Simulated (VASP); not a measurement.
# B2W (P6/mmm) in VASP: a series of runs

The runs below take B2W through single point, with LDA.

Program: VASP 6.6.1. These are calculated values, not measurements. Logs are shortened: lines on timing, memory, paths and dates and some standing lists are left out, and cuts for length are marked.

**1. The cell of the first run**

It takes space group P6/mmm (No. 191, hexagonal). Conventional cell: a = 2.979 Å, b = 2.979 Å, c = 3.009 Å, α = 90.00°, β = 90.00°, γ = 120.00°. B (site symmetry -6m2) has 3 B at 1.72 Å and 6 W at 2.29 Å within 2.3 Å. W (site symmetry 6/mmm) has 12 B at 2.29 Å and 8 W at 2.98 to 3.01 Å within 3.1 Å.

**2. Single point, LDA (7.71 Å³/atom)**

Contents of INCAR:

```
PREC = Accurate
ENCUT = 520
EDIFF = 1E-6
ISMEAR = -1
SIGMA = 0.05
LREAL = F
LASPH = T
NELM = 80
ALGO = Normal
ISIF = 2
LWAVE = F
LCHARG = F
GGA = CA
NBANDS = 17
```

Contents of KPOINTS:

```
regular mesh
0
Gamma
  14 14 12
```

Contents of POSCAR:

```
B2W
1.0
    2.9791855871      0.0000000000      0.0000000000
   -1.4895927936      2.5800504010      0.0000000000
    0.0000000000      0.0000000000      3.0087787307
B W
2 1
Direct
    0.3333333333      0.6666666667      0.5000000000
    0.6666666667      0.3333333333      0.5000000000
    0.0000000000      0.0000000000      0.0000000000
```

Potentials or basis: VASP PAW LDA potentials, release 64 (B, W_sv).

The run is started by

```
> cat potpaw_LDA.64/B/POTCAR potpaw_LDA.64/W_sv/POTCAR > POTCAR
> mpirun -np 1 vasp_std > vasp.out
```

OUTCAR:

```text
PREC = Accurate
   ENCUT = 520
   EDIFF = 1E-6
   ISMEAR = -1
   LREAL = F
   LASPH = T
   NELM = 80
   ISIF = 2
   GGA = CA

 ion  position               nearest neighbor table
   1  0.333  0.667  0.500-   2 1.72   2 1.72   2 1.72   3 2.29   3 2.29   3 2.29   3 2.29   3 2.29
                             3 2.29
   2  0.667  0.333  0.500-   1 1.72   1 1.72   1 1.72   3 2.29   3 2.29   3 2.29   3 2.29   3 2.29
                             3 2.29
   3  0.000  0.000  0.000-   1 2.29   2 2.29   1 2.29   2 2.29   2 2.29   2 2.29   1 2.29   1 2.29
                             2 2.29   2 2.29   1 2.29   1 2.29

  LATTYP: Found a hexagonal cell.
 ALAT       =     2.9791855871
 C/A-ratio  =     1.0099332998

  Lattice vectors:

 A1 = (   2.9791855871,   0.0000000000,   0.0000000000)
 A2 = (  -1.4895927936,   2.5800504010,   0.0000000000)
 A3 = (   0.0000000000,   0.0000000000,   3.0087787307)

Analysis of symmetry for initial positions (statically):
=====================================================================
 Subroutine PRICEL returns:
 Original cell was already a primitive cell.

 Routine SETGRP: Setting up the symmetry group for a
 hexagonal supercell.

 Subroutine GETGRP returns: Found 24 space group operations
 (whereof 24 operations were pure point group operations)
 out of a pool of 24 trial point group operations.

The static configuration has the point symmetry D_6h.

Analysis of symmetry for dynamics (positions and initial velocities):
=====================================================================
 Subroutine PRICEL returns:
 Original cell was already a primitive cell.

 Routine SETGRP: Setting up the symmetry group for a
 hexagonal supercell.

 Subroutine GETGRP returns: Found 24 space group operations
 (whereof 24 operations were pure point group operations)
 out of a pool of 24 trial point group operations.

The dynamic configuration has the point symmetry D_6h.

 Subroutine INISYM returns: Found 24 space group operations
 (whereof 24 operations are pure point group operations),
 and found     1 'primitive' translations

----------------------------------------------------------------------------------------

                                     Primitive cell

  volume of cell :      23.1268

  direct lattice vectors                    reciprocal lattice vectors
     2.979185587  0.000000000  0.000000000     0.335662204  0.193794664  0.000000000
    -1.489592794  2.580050401  0.000000000     0.000000000  0.387589328  0.000000000
     0.000000000  0.000000000  3.008778731     0.000000000  0.000000000  0.332360765

  length of vectors
     2.979185587  2.979185587  3.008778731     0.387589328  0.387589328  0.332360765

  position of ions in fractional coordinates (direct lattice)
     0.333333333  0.666666667  0.500000000
     0.666666667  0.333333333  0.500000000
     0.000000000  0.000000000  0.000000000

  ion indices of the primitive-cell ions
   primitive index   ion index
                 1           1
                 2           2
                 3           3

----------------------------------------------------------------------------------------

 KPOINTS: regular mesh

Automatic generation of k-mesh.
 Grid dimensions read from file:
 generate k-points for:   14   14   12

 Generating k-lattice:

  Cartesian coordinates                     Fractional coordinates (reciprocal lattice)
     0.023975872  0.013842476  0.000000000     0.071428571  0.000000000  0.000000000
     0.000000000  0.027684952  0.000000000     0.000000000  0.071428571  0.000000000
     0.000000000  0.000000000  0.027696730     0.000000000  0.000000000  0.083333333

  Length of vectors
     0.027684952  0.027684952  0.027696730

  Shift w.r.t. Gamma in fractional coordinates (k-lattice)
     0.000000000  0.000000000  0.000000000

 Subroutine IBZKPT returns following result:
 ===========================================

 Found    168 irreducible k-points:

 Following reciprocal coordinates:
            Coordinates               Weight
  0.000000  0.000000  0.000000      1.000000
  0.071429 -0.000000  0.000000      6.000000
  0.142857 -0.000000  0.000000      6.000000
  0.214286  0.000000  0.000000      6.000000
  0.285714  0.000000  0.000000      6.000000
  0.357143  0.000000  0.000000      6.000000
[... 16 lines left out ...]
  0.285714  0.285714  0.000000      6.000000
  0.357143  0.285714  0.000000      6.000000
 [... further k-points ...]
   k-points           NKPTS =    168   k-points in BZ     NKDIM =    168   number of bands    NBANDS=     17
   number of dos      NEDOS =    301   number of ions     NIONS =      3
   total plane-waves  NPLWV =  13824
   dimension x,y,z NGX =    24 NGY =   24 NGZ =   24
   dimension x,y,z NGXF=    48 NGYF=   48 NGZF=   48
   ions per type =               2   1
   NGX,Y,Z   is equivalent  to a cutoff of  13.39, 13.39, 13.26 a.u.
   NGXF,Y,Z  is equivalent  to a cutoff of  26.79, 26.79, 26.52 a.u.
 SYSTEM =  unknown system
   PREC   = accura    normal or accurate (medium, high low for compatibility)
   ISTART =      0    job   : 0-new  1-cont  2-samecut
   ICHARG =      2    charge: 1-file 2-atom 10-const
   ISPIN  =      1    spin polarized calculation?
   LNONCOLLINEAR =      F non collinear calculations
   LSORBIT =      F    spin-orbit coupling
   LASPH  =      T    aspherical Exc in radial PAW
   ENCUT  =  520.0 eV  38.22 Ry    6.18 a.u.   5.54  5.54  5.59*2*pi/ulx,y,z
   NELM   =     80;   NELMIN=  2; NELMDL= -5     # of ELM steps
   EDIFF  = 0.1E-05   stopping-criterion for ELM
   LREAL  =      F    real-space projection
   EDIFFG = 0.1E-04   stopping-criterion for IOM
   NSW    =      0    number of steps for IOM
   IBRION =     -1    ionic relax: 0-MD 1-quasi-New 2-CG
   NFREE  =      0    steps in history (QN), initial steepest desc. (CG)
   ISIF   =      2    stress and relaxation
   ISYM   =      2    0-nonsym 1-usesym 2-fastsym
   POTIM  = 0.5000    time-step for ionic-motion
   TEBEG  =    0.0;   TEEND  =   0.0 temperature during run
   PSTRESS=    0.0 pullay stress
   NELECT =      20.0000    total number of electrons
   NUPDOWN=      -1.0000    fix difference up-down
   EMIN   =  10.00;   EMAX   =-10.00  energy-range for DOS
   EFERMI =   0.00;   METHOD = LEGACY
   ISMEAR =    -1;   SIGMA  =   0.05  broadening in eV -4-tet -1-fermi 0-gaus
   EFERMI_NEDOS =   21; number of points for ismear=-14 and -15
   IALGO  =     38    algorithm
   IMIX   =      4    mixing-type and parameters
     AMIX     =   0.40;   BMIX     =  1.00
     AMIX_MAG =   1.60;   BMIX_MAG =  1.00
  volume/ion in A,a.u.               =       7.71        52.02
  Fermi-wavevector in a.u.,A,eV,Ry     =   1.559718  2.947440 33.099180  2.432721
  Thomas-Fermi vector in A             =   2.663036
   LORBIT       =      0    0 simple, 1 ext, 2 COOP (PROOUT), +10 PAW based schemes
   GGA     = CA    functional components
   LHFCALC =     F    Hartree Fock is set to
   AEXX    =    0.0000 exact exchange contribution
   IVDW    =     0    specifies the selected vdW correction
   LEPSILON=     F    determine dielectric tensor
   LRPA    =     F    only Hartree local field effects (RPA)
 non-spin polarized calculation
  energy-cutoff  :      520.00
  volume of cell :       23.13
 maximum number of plane-waves:       642
 NGX is ok and might be reduce to    24
   NGX = 11   NGY = 11   NGZ = 11

 number of electron      19.9999999 magnetization

 Free energy of the ion-electron system (eV)
  ---------------------------------------------------
  ext. energy  EPLUGINS =         0.00000000
  ---------------------------------------------------
  free energy    TOTEN  =       -29.06193404 eV

  energy without entropy =      -29.05125523  energy(sigma->0) =      -29.05659464

 E-fermi :  14.2880     XC(G=0): -14.3728

 val. band max:       14.2727042633   @ k =   0.2143   0.2143   0.0833
 cond. band min:      14.2892722849   @ k =   0.0714   0.0714   0.3333
 fundamental gap:      0.0165680216
 Fermi energy:        14.2879980308

 k-point     1 :       0.0000    0.0000    0.0000
  band No.  band energies     occupation
      1     -60.4198      2.00000
      2     -25.0645      2.00000
      3     -24.7515      2.00000
      4     -24.7515      2.00000
      5      -2.6835      2.00000
      6       7.7336      2.00000
[... 9 lines left out ...]
     16      18.2723      0.00000
     17      22.0823      0.00000

 k-point     2 :       0.0714   -0.0000    0.0000
  band No.  band energies     occupation
      1     -60.4175      2.00000
      2     -25.0589      2.00000
      3     -24.7887      2.00000
      4     -24.7600      2.00000
      5      -2.5573      2.00000
      6       7.4896      2.00000
[... 9 lines left out ...]
     16      19.1914      0.00000
     17      21.7019      0.00000

 k-point     3 :       0.1429   -0.0000    0.0000
  band No.  band energies     occupation
      1     -60.4111      2.00000
      2     -25.0432      2.00000
      3     -24.8919      2.00000
      4     -24.7840      2.00000
      5      -2.1909      2.00000
      6       6.8610      2.00000
[... 9 lines left out ...]
     16      20.7961      0.00000
     17      20.9520      0.00000

 k-point     4 :       0.2143    0.0000    0.0000
  band No.  band energies     occupation
      1     -60.4018      2.00000
      2     -25.0382      2.00000
      3     -25.0205      2.00000
      4     -24.8185      2.00000
      5      -1.6185      2.00000
      6       6.0379      2.00000
[... 9 lines left out ...]
     16      21.5053      0.00000
     17      22.5934      0.00000
[... 343 lines left out ...]
      1     -60.3701      2.00000
      2     -25.3675      2.00000
      3     -25.0941      2.00000
      4     -24.9419      2.00000
      5       1.9275      2.00000
      6       3.3869      2.00000
[... 9 lines left out ...]
     16      24.1933      0.00000
     17      26.7807      0.00000

 k-point    23 :       0.2857    0.2857    0.0000
  band No.  band energies     occupation
      1     -60.3695      2.00000
      2     -25.3278      2.00000
      3     -25.1451      2.00000
      4     -24.9407      2.00000
      5       2.0174      2.00000
      6       3.8343      2.00000
[... 9 lines left out ...]
     16      25.2456      0.00000
     17      26.2060      0.00000

 k-point    24 :       0.3571    0.2857    0.0000
  band No.  band energies     occupation
      1     -60.3681      2.00000
      2     -25.3041      2.00000
      3     -25.1963      2.00000
      4     -24.9371      2.00000
      5       2.7851      2.00000
      6       3.3559      2.00000
[... 9 lines left out ...]
     16      25.2421      0.00000
     17      26.4177      0.00000

 [... further k-points ...]

------------------------ aborting loop because EDIFF is reached ----------------------------------------

  FORCE on cell =-STRESS in cart. coord.  units (eV):
  Direction    XX          YY          ZZ          XY          YZ          ZX
  --------------------------------------------------------------------------------------
  -------------------------------------------------------------------------------------
  Total        5.5562842      5.5562842      8.1021214     -0.0000000     -0.0000000      0.0000000
  in kB      384.9275830    384.9275830    561.2977892     -0.0000000     -0.0000000      0.0000000
  external PRESSURE =     443.7176517 kB  Pullay stress =       0.0000000 kB

 VOLUME and BASIS-vectors are now :
 -----------------------------------------------------------------------------
  energy-cutoff  :      520.00
  volume of cell :       23.13
      direct lattice vectors                 reciprocal lattice vectors
     2.979185587  0.000000000  0.000000000     0.335662204  0.193794664  0.000000000
    -1.489592794  2.580050401  0.000000000     0.000000000  0.387589328  0.000000000
     0.000000000  0.000000000  3.008778731     0.000000000  0.000000000  0.332360765

 POSITION                                       TOTAL-FORCE (eV/Angst)
 -----------------------------------------------------------------------------------
     -0.00000      1.72003      1.50439         0.000000      0.000000      0.000000
      1.48959      0.86002      1.50439         0.000000     -0.000000     -0.000000
      0.00000      0.00000      0.00000         0.000000      0.000000     -0.000000
 -----------------------------------------------------------------------------------
    total drift:                               -0.000000      0.000000      0.000000

  FREE ENERGIE OF THE ION-ELECTRON SYSTEM (eV)
  ---------------------------------------------------
  free  energy   TOTEN  =       -29.0619340427 eV

  energy  without entropy=      -29.0512552321  energy(sigma->0) =      -29.05659464
```

Run time: 49 s. Hardware: 1 thread of Intel Xeon 8259CL, shared host; peak memory 0.18 GiB.

What came out:

```
Free energy            : -29.0619 eV
Pressure               : 44.4 GPa
Band gap on the k mesh : zero (bands 10 and 11 overlap by 5.05 eV)
```

Caveat: the cell stands under pressure; spin-orbit coupling is left out, which moves the levels of the heavy elements.

**3. Single point, LDA (zz strain of -2 %)**

Contents of INCAR:

```
PREC = Accurate
ENCUT = 520
EDIFF = 1E-6
ISMEAR = -1
SIGMA = 0.05
LREAL = False
LASPH = True
NELM = 100
ALGO = Normal
ISIF = 2
LWAVE = False
LCHARG = False
NBANDS = 17
```

KPOINTS is that of step 2.

Contents of POSCAR:

```
B2W
1.0
    3.0200014205      0.0000000000      0.0000000000
   -1.5100007103      2.6153979496      0.0000000000
    0.0000000000      0.0000000000      2.9890000000
B W
2 1
Direct
    0.3333333333      0.6666666667      0.5000000000
    0.6666666667      0.3333333333      0.5000000000
    0.0000000000      0.0000000000      0.0000000000
```

Potentials or basis: VASP PAW LDA potentials, release 64 (B, W_sv).

The run is started by

```
> cat potpaw_LDA.64/B/POTCAR potpaw_LDA.64/W_sv/POTCAR > POTCAR
> mpirun -np 1 vasp_std > vasp.out
```

It took 55 s on 1 thread of Intel Xeon 8259CL, shared host; peak memory 0.18 GiB.

The run converged. Its results:

```yaml
Free_energy: -29.1390 eV
Pressure: 33.9 GPa
Band_gap_on_the_k_mesh: zero (bands 10 and 11 overlap by 5.09 eV)
```

Stress tensor (GPa, compression positive):
```
25.95  0.00  0.00
 0.00 25.95  0.00
 0.00  0.00 49.92
```

Levels at points of the mesh, in eV from the Fermi level:
```csv
k point,band 6,band 7,band 8,band 9,band 10,band 11,band 12,band 13,band 14,band 15
"(0.00, 0.00, 0.00)",-6.58,-6.58,-6.32,-3.51,0.40,0.40,3.38,3.38,3.59,3.61
"(0.50, 0.00, 0.00)",-11.22,-6.59,-6.36,-5.62,-0.60,1.26,1.62,2.14,5.97,7.48
"(0.00, 0.00, 0.50)",-11.57,-4.00,-4.00,-3.14,-3.14,-2.80,-2.80,1.22,3.04,7.95
"(0.50, 0.00, 0.50)",-9.23,-8.43,-8.19,-5.10,1.99,2.40,3.34,5.32,5.62,6.44
```

Caveat: the cell differs from its parent crystal (zz strain of -2 %); the cell stands under pressure; spin-orbit coupling is left out, which moves the levels of the heavy elements.

**4. Single point, LDA (7.95 Å³/atom)**

This run uses another cell than the first one, of 7.95 Å³/atom.

Contents of INCAR:

```
SYSTEM = B2W
  ALGO = Normal
  EDIFF = 1E-6
  ENCUT = 520
  ISIF = 2
  ISMEAR = -1
  LASPH = .TRUE.
  LCHARG = .FALSE.
  LREAL = .FALSE.
  LWAVE = .FALSE.
  NBANDS = 17
  NELM = 80
  PREC = Accurate
  SIGMA = 0.05
```

Contents of KPOINTS:

```
k-points
0
G
  14 14 12
  0 0 0
```

Contents of POSCAR:

```
B2W
1.0
    3.0099010059      0.0000000000      0.0000000000
   -1.5049505030      2.6066507339      0.0000000000
    0.0000000000      0.0000000000      3.0397992549
B W
2 1
Direct
    0.3333333333      0.6666666667      0.5000000000
    0.6666666667      0.3333333333      0.5000000000
    0.0000000000      0.0000000000      0.0000000000
```

The run is started by

```
> cat potpaw_LDA.64/B/POTCAR potpaw_LDA.64/W_sv/POTCAR > POTCAR
> mpirun -np 1 vasp_std > vasp.out
```

It took 54 s on 1 thread of Intel Xeon 8259CL, shared host; peak memory 0.18 GiB.

Results (log left out):

| Item | Value |
| --- | --- |
| Free energy | -29.2273 eV |
| Pressure | 29.0 GPa |
| Band gap on the k mesh | zero (bands 10 and 11 overlap by 4.83 eV) |

Stress tensor (GPa, compression positive):
```
23.27  0.00  0.00
 0.00 23.27  0.00
 0.00  0.00 40.31
```

Levels at points of the mesh, in eV from the Fermi level:
```tsv
k point	band 6	band 7	band 8	band 9	band 10	band 11	band 12	band 13	band 14	band 15
(0.00, 0.00, 0.00)	-6.35	-6.35	-6.27	-3.73	0.37	0.37	3.36	3.36	3.51	3.51
(0.50, 0.00, 0.00)	-11.16	-6.50	-6.47	-5.54	-0.66	1.43	1.48	2.32	5.83	7.28
(0.00, 0.00, 0.50)	-11.50	-3.76	-3.76	-3.02	-3.02	-2.75	-2.75	0.77	3.28	8.07
(0.50, 0.00, 0.50)	-9.28	-8.25	-8.10	-5.02	2.08	2.13	3.37	5.28	5.48	6.17
```

Caveat: the cell stands under pressure; spin-orbit coupling is left out, which moves the levels of the heavy elements.

**5. The runs side by side**

| cell | gap on the mesh (eV) | pressure (GPa) |
| --- | --- | --- |
| a = 2.979, b = 2.979, c = 3.009 Å, angles 90.0, 90.0, 120.0°, 3 atoms | none | 44.4 |
| a = 3.020, b = 3.020, c = 2.989 Å, angles 90.0, 90.0, 120.0°, 3 atoms | none | 33.9 |
| a = 3.010, b = 3.010, c = 3.040 Å, angles 90.0, 90.0, 120.0°, 3 atoms | none | 29.0 |

Alike in all rows: task single point; level LDA; potentials or basis VASP PAW LDA potentials, release 64 (B, W_sv); no spin polarisation; k mesh 14 × 14 × 12; cutoff (eV) 520; smearing fermi-dirac 0.05 eV.

Caveats: the cell stands under pressure; spin-orbit coupling is left out, which moves the levels of the heavy elements.

Total energies depend on the potentials used, so only differences within one code and one set of settings carry meaning.
